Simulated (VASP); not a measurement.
# Rh (Fm-3m) in VASP: further runs

The runs below take Rh through single point, relaxation of volume and atoms at fixed shape, with PBEsol.

Everything below comes from runs of VASP 6.6.1. Logs are shortened: lines on timing, memory, paths and dates and some standing lists are left out, and cuts for length are marked.

### 1 The cell of the first run

Symmetry: Fm-3m, No. 225, cubic system. The conventional cell has a = 3.779 Å, b = 3.779 Å, c = 3.779 Å, α = 90.00°, β = 90.00°, γ = 90.00°. Within 3.5 Å of Rh (site symmetry m-3m) lie 12 Rh at 2.67 Å.

### 2 Single point, PBEsol

Contents of INCAR:

```
PREC     = Accurate       # precision mode
ENCUT    = 520            # plane-wave cutoff, eV
EDIFF    = 1E-7           # SCF threshold, eV
ISMEAR   = -1             # smearing method
SIGMA    = 0.05           # smearing width, eV
LREAL    = F              # projectors in reciprocal space
LASPH    = T              # aspherical terms in the spheres
NELM     = 80             # most SCF steps
ALGO     = Normal         # electronic algorithm
ISIF     = 2              # what is computed and relaxed
LWAVE    = F              # write WAVECAR
LCHARG   = F              # write CHGCAR
GGA      = PS             # functional
NBANDS   = 38             # bands
```

Contents of KPOINTS:

```
Automatic mesh
0
Gamma
  6 6 6
```

Contents of POSCAR:

```
Rh
1.0
    3.7791269768      0.0000000000      0.0000000000
    0.0000000000      3.7791269768      0.0000000000
    0.0000000000      0.0000000000      3.7791269768
Rh
4
Direct
    0.0000000000      0.0000000000      0.0000000000
    0.0000000000      0.5000000000      0.5000000000
    0.5000000000      0.0000000000      0.5000000000
    0.5000000000      0.5000000000      0.0000000000
```

Potentials or basis: VASP PAW PBE potentials, release 64 (Rh_pv).

Run with:

```bash
$ cat potpaw_PBE.64/Rh_pv/POTCAR > POTCAR
$ mpirun -np 1 vasp_std > vasp.out
```

OUTCAR:

```text
PREC = Accurate
   ENCUT = 520
   EDIFF = 1E-7
   ISMEAR = -1
   LREAL = F
   LASPH = T
   NELM = 80
   ISIF = 2
   GGA = PS

 ion  position               nearest neighbor table
   1  0.000  0.000  0.000-   2 2.67   3 2.67   4 2.67   2 2.67   3 2.67   2 2.67   4 2.67   2 2.67
                             3 2.67   4 2.67   3 2.67   4 2.67
   2  0.000  0.500  0.500-   1 2.67   3 2.67   4 2.67   1 2.67   4 2.67   1 2.67   3 2.67   1 2.67
                             3 2.67   4 2.67   4 2.67   3 2.67
   3  0.500  0.000  0.500-   1 2.67   2 2.67   4 2.67   1 2.67   4 2.67   2 2.67   4 2.67   4 2.67
                             1 2.67   2 2.67   1 2.67   2 2.67
   4  0.500  0.500  0.000-   1 2.67   2 2.67   3 2.67   2 2.67   3 2.67   1 2.67   3 2.67   3 2.67
                             1 2.67   2 2.67   2 2.67   1 2.67

  LATTYP: Found a simple cubic cell.
 ALAT       =     3.7791269768

  Lattice vectors:

 A1 = (   3.7791269768,   0.0000000000,   0.0000000000)
 A2 = (   0.0000000000,   3.7791269768,   0.0000000000)
 A3 = (   0.0000000000,   0.0000000000,   3.7791269768)

Analysis of symmetry for initial positions (statically):
=====================================================================
 Subroutine PRICEL returns following result:

  LATTYP: Found a face centered cubic cell.
 ALAT       =     3.7791269768

  Lattice vectors:

 A1 = (   1.8895634884,  -1.8895634884,   0.0000000000)
 A2 = (   1.8895634884,   0.0000000000,   1.8895634884)
 A3 = (   0.0000000000,  -1.8895634884,   1.8895634884)

   4 primitive cells build up your supercell.

 Routine SETGRP: Setting up the symmetry group for a
 simple cubic supercell.

 Subroutine GETGRP returns: Found 48 space group operations
 (whereof 48 operations were pure point group operations)
 out of a pool of 48 trial point group operations.

The static configuration has the point symmetry O_h .

Analysis of symmetry for dynamics (positions and initial velocities):
=====================================================================
 Subroutine PRICEL returns following result:

  LATTYP: Found a face centered cubic cell.
 ALAT       =     3.7791269768

  Lattice vectors:

 A1 = (   1.8895634884,  -1.8895634884,   0.0000000000)
 A2 = (   1.8895634884,   0.0000000000,   1.8895634884)
 A3 = (   0.0000000000,  -1.8895634884,   1.8895634884)

   4 primitive cells build up your supercell.

 Routine SETGRP: Setting up the symmetry group for a
 simple cubic supercell.

 Subroutine GETGRP returns: Found 48 space group operations
 (whereof 48 operations were pure point group operations)
 out of a pool of 48 trial point group operations.

The dynamic configuration has the point symmetry O_h .

 Subroutine INISYM returns: Found 48 space group operations
 (whereof 48 operations are pure point group operations),
 and found     4 'primitive' translations

----------------------------------------------------------------------------------------

                                     Primitive cell

  volume of cell :      13.4932

  direct lattice vectors                    reciprocal lattice vectors
     1.889563488 -1.889563488  0.000000000     0.264611379 -0.264611379 -0.264611379
     1.889563488  0.000000000  1.889563488     0.264611379  0.264611379  0.264611379
     0.000000000 -1.889563488  1.889563488    -0.264611379 -0.264611379  0.264611379

  length of vectors
     2.672246312  2.672246312  2.672246312     0.458320352  0.458320352  0.458320352

  position of ions in fractional coordinates (direct lattice)
     0.000000000  0.000000000  0.000000000

  ion indices of the primitive-cell ions
   primitive index   ion index
                 1           1

----------------------------------------------------------------------------------------

 KPOINTS: Automatic mesh

Automatic generation of k-mesh.
 Grid dimensions read from file:
 generate k-points for:    6    6    6

 Generating k-lattice:

  Cartesian coordinates                     Fractional coordinates (reciprocal lattice)
     0.044101896  0.000000000  0.000000000     0.166666667  0.000000000  0.000000000
     0.000000000  0.044101896  0.000000000     0.000000000  0.166666667  0.000000000
     0.000000000  0.000000000  0.044101896     0.000000000  0.000000000  0.166666667

  Length of vectors
     0.044101896  0.044101896  0.044101896

  Shift w.r.t. Gamma in fractional coordinates (k-lattice)
     0.000000000  0.000000000  0.000000000

 Subroutine IBZKPT returns following result:
 ===========================================

 Found     20 irreducible k-points:

 Following reciprocal coordinates:
            Coordinates               Weight
  0.000000  0.000000  0.000000      1.000000
  0.166667  0.000000  0.000000      6.000000
  0.333333  0.000000  0.000000      6.000000
  0.500000  0.000000  0.000000      3.000000
  0.166667  0.166667  0.000000     12.000000
  0.333333  0.166667  0.000000     24.000000
[... 12 lines left out ...]
  0.500000  0.500000  0.333333      6.000000
  0.500000  0.500000  0.500000      1.000000
   k-points           NKPTS =     20   k-points in BZ     NKDIM =     20   number of bands    NBANDS=     38
   number of dos      NEDOS =    301   number of ions     NIONS =      4
   total plane-waves  NPLWV =  21952
   dimension x,y,z NGX =    28 NGY =   28 NGZ =   28
   dimension x,y,z NGXF=    56 NGYF=   56 NGZF=   56
   ions per type =               4
   NGX,Y,Z   is equivalent  to a cutoff of  12.32, 12.32, 12.32 a.u.
   NGXF,Y,Z  is equivalent  to a cutoff of  24.63, 24.63, 24.63 a.u.
 SYSTEM =  unknown system
   PREC   = accura    normal or accurate (medium, high low for compatibility)
   ISTART =      0    job   : 0-new  1-cont  2-samecut
   ICHARG =      2    charge: 1-file 2-atom 10-const
   ISPIN  =      1    spin polarized calculation?
   LNONCOLLINEAR =      F non collinear calculations
   LSORBIT =      F    spin-orbit coupling
   LASPH  =      T    aspherical Exc in radial PAW
   ENCUT  =  520.0 eV  38.22 Ry    6.18 a.u.   7.03  7.03  7.03*2*pi/ulx,y,z
   NELM   =     80;   NELMIN=  2; NELMDL= -5     # of ELM steps
   EDIFF  = 0.1E-06   stopping-criterion for ELM
   LREAL  =      F    real-space projection
   EDIFFG = 0.1E-05   stopping-criterion for IOM
   NSW    =      0    number of steps for IOM
   IBRION =     -1    ionic relax: 0-MD 1-quasi-New 2-CG
   NFREE  =      0    steps in history (QN), initial steepest desc. (CG)
   ISIF   =      2    stress and relaxation
   ISYM   =      2    0-nonsym 1-usesym 2-fastsym
   POTIM  = 0.5000    time-step for ionic-motion
   TEBEG  =    0.0;   TEEND  =   0.0 temperature during run
   PSTRESS=    0.0 pullay stress
   NELECT =      60.0000    total number of electrons
   NUPDOWN=      -1.0000    fix difference up-down
   EMIN   =  10.00;   EMAX   =-10.00  energy-range for DOS
[... 5 lines left out ...]
     AMIX     =   0.40;   BMIX     =  1.00
     AMIX_MAG =   1.60;   BMIX_MAG =  1.00
  volume/ion in A,a.u.               =      13.49        91.06
  Fermi-wavevector in a.u.,A,eV,Ry     =   1.695901  3.204788 39.131435  2.876079
  Thomas-Fermi vector in A             =   2.776861
   LORBIT       =      0    0 simple, 1 ext, 2 COOP (PROOUT), +10 PAW based schemes
   GGA     = PS    functional components
   LHFCALC =     F    Hartree Fock is set to
   AEXX    =    0.0000 exact exchange contribution
   IVDW    =     0    specifies the selected vdW correction
   LEPSILON=     F    determine dielectric tensor
   LRPA    =     F    only Hartree local field effects (RPA)
 non-spin polarized calculation
  energy-cutoff  :      520.00
  volume of cell :       53.97
 maximum number of plane-waves:      1472
   NGX = 15   NGY = 15   NGZ = 15

 number of electron      60.0000048 magnetization

 Free energy of the ion-electron system (eV)
  ---------------------------------------------------
  ext. energy  EPLUGINS =         0.00000000
  ---------------------------------------------------
  free energy    TOTEN  =       -32.60869031 eV

  energy without entropy =      -32.57467501  energy(sigma->0) =      -32.59168266

 E-fermi :  12.1090     XC(G=0): -14.3411

 val. band max:       12.0326187417   @ k =   0.3333   0.3333   0.0000
 cond. band min:      12.1572840560   @ k =   0.5000   0.1667   0.1667
 fundamental gap:      0.1246653143
 Fermi energy:        12.1090289710

 k-point     1 :       0.0000    0.0000    0.0000
  band No.  band energies     occupation
      1     -35.0157      2.00000
      2     -35.0157      2.00000
      3     -35.0157      2.00000
      4     -34.5646      2.00000
      5     -34.5646      2.00000
      6     -34.5646      2.00000
[... 30 lines left out ...]
     37      24.5635      0.00000
     38      24.5635      0.00000

 k-point     2 :       0.1667    0.0000    0.0000
  band No.  band energies     occupation
      1     -34.9862      2.00000
      2     -34.9862      2.00000
      3     -34.9695      2.00000
      4     -34.5956      2.00000
      5     -34.5956      2.00000
      6     -34.5667      2.00000
[... 30 lines left out ...]
     37      24.2305      0.00000
     38      24.2305      0.00000

 k-point     3 :       0.3333    0.0000    0.0000
  band No.  band energies     occupation
      1     -34.9051      2.00000
      2     -34.9051      2.00000
      3     -34.8411      2.00000
      4     -34.6796      2.00000
      5     -34.6796      2.00000
      6     -34.5709      2.00000
[... 30 lines left out ...]
     37      23.6717      0.00000
     38      23.7189      0.00000

 k-point     4 :       0.5000    0.0000    0.0000
  band No.  band energies     occupation
      1     -34.7931      2.00000
      2     -34.7931      2.00000
      3     -34.7931      2.00000
      4     -34.7931      2.00000
      5     -34.6601      2.00000
      6     -34.6601      2.00000
[... 30 lines left out ...]
     37      21.8085      0.00000
     38      21.8085      0.00000
[... 539 lines left out ...]
      4     -34.9618      2.00000
      5     -34.4889      2.00000
      6     -34.4889      2.00000
[... 30 lines left out ...]
     37      20.7274      0.00000
     38      20.7274      0.00000

 k-point    19 :       0.5000    0.5000    0.3333
  band No.  band energies     occupation
      1     -35.0229      2.00000
      2     -35.0229      2.00000
      3     -35.0229      2.00000
      4     -35.0229      2.00000
      5     -34.4253      2.00000
      6     -34.4253      2.00000
[... 30 lines left out ...]
     37      21.4646      0.00000
     38      21.4646      0.00000

 k-point    20 :       0.5000    0.5000    0.5000
  band No.  band energies     occupation
      1     -35.0621      2.00000
      2     -35.0621      2.00000
      3     -35.0621      2.00000
      4     -35.0621      2.00000
      5     -34.3852      2.00000
      6     -34.3852      2.00000
[... 30 lines left out ...]
     37      20.8831      0.00000
     38      20.8831      0.00000

------------------------ aborting loop because EDIFF is reached ----------------------------------------

  FORCE on cell =-STRESS in cart. coord.  units (eV):
  Direction    XX          YY          ZZ          XY          YZ          ZX
  --------------------------------------------------------------------------------------
  -------------------------------------------------------------------------------------
  Total       -0.0196286     -0.0196286     -0.0196286     -0.0000000      0.0000000     -0.0000000
  in kB       -0.5826752     -0.5826752     -0.5826752     -0.0000000      0.0000000     -0.0000000
  external PRESSURE =      -0.5826752 kB  Pullay stress =       0.0000000 kB

 VOLUME and BASIS-vectors are now :
 -----------------------------------------------------------------------------
  energy-cutoff  :      520.00
  volume of cell :       53.97
      direct lattice vectors                 reciprocal lattice vectors
     3.779126977  0.000000000  0.000000000     0.264611379  0.000000000  0.000000000
     0.000000000  3.779126977  0.000000000     0.000000000  0.264611379  0.000000000
     0.000000000  0.000000000  3.779126977     0.000000000  0.000000000  0.264611379

 POSITION                                       TOTAL-FORCE (eV/Angst)
 -----------------------------------------------------------------------------------
      0.00000      0.00000      0.00000        -0.000000      0.000000     -0.000000
      0.00000      1.88956      1.88956         0.000000     -0.000000     -0.000000
      1.88956      0.00000      1.88956        -0.000000      0.000000     -0.000000
      1.88956      1.88956      0.00000        -0.000000     -0.000000      0.000000
 -----------------------------------------------------------------------------------
    total drift:                                0.000000      0.000000      0.000000

  FREE ENERGIE OF THE ION-ELECTRON SYSTEM (eV)
  ---------------------------------------------------
  free  energy   TOTEN  =       -32.6086903077 eV

  energy  without entropy=      -32.5746750069  energy(sigma->0) =      -32.59168266
```

Run time: 42 s. Hardware: 1 thread of Intel Xeon 6975P-C, shared host; peak memory 0.17 GiB.

What came out:

```
Free energy            : -32.6087 eV
Pressure               : -0.1 GPa
Band gap on the k mesh : zero (band 30 reaches 13.12 eV, above the bottom of band 31 at 10.96 eV)
```

Levels at points of the mesh, in eV from the Fermi level:
```csv
k point,band 26,band 27,band 28,band 29,band 30,band 31,band 32,band 33,band 34,band 35
"(0.00, 0.00, 0.00)",0.56,0.56,1.01,1.01,1.01,1.01,1.01,1.01,3.20,3.20
"(0.50, 0.00, 0.00)",-1.53,-1.53,-1.53,-1.26,-1.26,-0.28,-0.28,1.02,1.02,9.70
"(0.50, 0.50, 0.00)",-1.97,-1.97,-1.97,-1.15,-1.15,-1.15,-1.15,3.10,3.10,3.10
"(0.50, 0.50, 0.50)",0.58,0.58,0.58,0.58,0.58,0.58,0.58,0.62,0.62,0.62
```

Caveat: the PAW data sets were made with another functional, which shifts forces and pressure a little.

### 3 Relaxation of volume and atoms at fixed shape, PBEsol

This run uses another cell than the first one, of 13.72 Å³/atom, 1.017 times its volume.

Contents of INCAR:

```
SYSTEM = Rh
ALGO = Normal ; EDIFF = 1E-6
EDIFFG = -0.02 ; ENCUT = 600
GGA = PS ; IBRION = 2
ISIF = 8 ; ISMEAR = -1
LASPH = .TRUE. ; LCHARG = .FALSE.
LREAL = .FALSE. ; LWAVE = .FALSE.
NELM = 80 ; NSW = 80
PREC = Accurate ; SIGMA = 0.05
```

Contents of KPOINTS:

```
k-points
0
G
  6 6 6
  0 0 0
```

Contents of POSCAR:

```
Rh
1.0
    3.8000000000      0.0000000000      0.0000000000
    0.0000000000      3.8000000000      0.0000000000
    0.0000000000      0.0000000000      3.8000000000
Rh
4
Direct
    0.0000000000      0.0000000000      0.0000000000
    0.0000000000      0.5000000000      0.5000000000
    0.5000000000      0.0000000000      0.5000000000
    0.5000000000      0.5000000000      0.0000000000
```

Potentials or basis: VASP PAW PBE potentials, release 64 (Rh_pv).

Run with:

```bash
$ cat potpaw_PBE.64/Rh_pv/POTCAR > POTCAR
$ mpirun -np 1 vasp_std > vasp.out
```

Run time: 1.9 min. Hardware: 1 thread of Intel Xeon 6975P-C, shared host; peak memory 0.19 GiB.

Results (log left out):

```
Free energy                            : -32.6113 eV
Relaxed volume                         : 13.49 Å³/atom
Relaxed cell                           : a = 3.779 Å, b = 3.779 Å, c = 3.779 Å, α = 90.00°, β = 90.00°, γ = 90.00°
Space group after relaxing (to 0.05 Å) : Fm-3m (No. 225)
Energy gained by relaxing              : 3.6 meV/atom
Ionic steps                            : 3
Pressure after relaxing                : -0.1 GPa
Band gap on the k mesh                 : zero (band 30 reaches 13.13 eV, above the bottom of band 31 at 10.96 eV)
```

Step by step:
```csv
step,energy change (eV),largest force (eV/Å),pressure (GPa),volume (Å³)
1,0.0000,0.0000,-4.87,54.87
2,0.0868,0.0000,14.64,51.63
3,-0.0144,0.0000,-0.11,53.96
```

Final structure:
```cif
data_structure
_symmetry_space_group_name_H-M 'P 1'
_symmetry_Int_Tables_number 1
_cell_length_a 3.7788
_cell_length_b 3.7788
_cell_length_c 3.7788
_cell_angle_alpha 90.000
_cell_angle_beta 90.000
_cell_angle_gamma 90.000
_cell_volume 53.96
loop_
_atom_site_label
_atom_site_type_symbol
_atom_site_fract_x
_atom_site_fract_y
_atom_site_fract_z
_atom_site_occupancy
Rh1 Rh 0.00000 0.00000 0.00000 1
Rh2 Rh 0.00000 0.50000 0.50000 1
Rh3 Rh 0.50000 0.00000 0.50000 1
Rh4 Rh 0.50000 0.50000 0.00000 1
```

Levels at points of the mesh, in eV from the Fermi level:
| k point | band 27 | band 28 | band 29 | band 30 | band 31 | band 32 | band 33 | band 34 |
| --- | --- | --- | --- | --- | --- | --- | --- | --- |
| (0.00, 0.00, 0.00) | 0.56 | 1.01 | 1.01 | 1.01 | 1.01 | 1.01 | 1.01 | 3.20 |
| (0.50, 0.00, 0.00) | -1.53 | -1.53 | -1.26 | -1.26 | -0.28 | -0.28 | 1.02 | 1.02 |
| (0.50, 0.50, 0.00) | -1.98 | -1.98 | -1.15 | -1.15 | -1.15 | -1.15 | 3.11 | 3.11 |
| (0.50, 0.50, 0.50) | 0.58 | 0.58 | 0.58 | 0.58 | 0.58 | 0.58 | 0.62 | 0.62 |

Caveat: the PAW data sets were made with another functional, which shifts forces and pressure a little.
